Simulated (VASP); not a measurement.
Set up this calculation in VASP 6.6.1, as the native input.

```yaml
Task: single point
Functional: PBEsol
Potentials_or_basis: VASP PAW PBE potentials, release 64 (W_sv, C)
Cutoff: 520 eV
k_mesh: 15 × 15 × 15
Occupations: fermi-dirac, width 0.1 eV
Spin: no spin polarisation
Dipole_correction: no
Further_INCAR_settings: ALGO = Normal; EDIFF = 1e-06; NBANDS = 16
```

The structure of WC (rocksalt type) lies in POSCAR:

```
WC
1.0
    0.0000000000      2.0822200565      2.0822200565
    2.0822200565      0.0000000000      2.0822200565
    2.0822200565      2.0822200565      0.0000000000
W C
1 1
Direct
    0.0000000000      0.0000000000      0.0000000000
    0.5000000000      0.5000000000      0.5000000000
```

These files were run (other wordings do the same):

INCAR

```
SYSTEM = WC
PREC     = Accurate       ! precision mode
ENCUT    = 520            ! plane-wave cutoff, eV
EDIFF    = 1E-6           ! SCF threshold, eV
ISMEAR   = -1             ! smearing method
SIGMA    = 0.1            ! smearing width, eV
LREAL    = .FALSE.        ! projectors in reciprocal space
LASPH    = .TRUE.         ! aspherical terms in the spheres
NELM     = 60             ! most SCF steps
ALGO     = Normal         ! electronic algorithm
ISIF     = 2              ! what is computed and relaxed
LWAVE    = .FALSE.        ! write WAVECAR
LCHARG   = .FALSE.        ! write CHGCAR
GGA      = PS             ! functional
NBANDS   = 16             ! bands
```

KPOINTS

```
regular mesh
0
G
  15 15 15
  0 0 0
```

Potentials or basis: VASP PAW PBE potentials, release 64 (W_sv, C).

The run is started by

```console
$ cat potpaw_PBE.64/W_sv/POTCAR potpaw_PBE.64/C/POTCAR > POTCAR
$ mpirun -np 1 vasp_std > vasp.out
```

Results of the run:

* Pressure: 67.4 GPa
* Band gap on the k mesh: zero (bands 9 and 10 overlap by 3.82 eV)

Caveat: the cell stands under pressure; the PAW data sets were made with another functional, which shifts forces and pressure a little; spin-orbit coupling is left out, which moves the levels of the heavy elements.

Run time: 37 s on 1 thread of Intel Xeon 8259CL, on a shared host, peak memory 0.17 GiB.
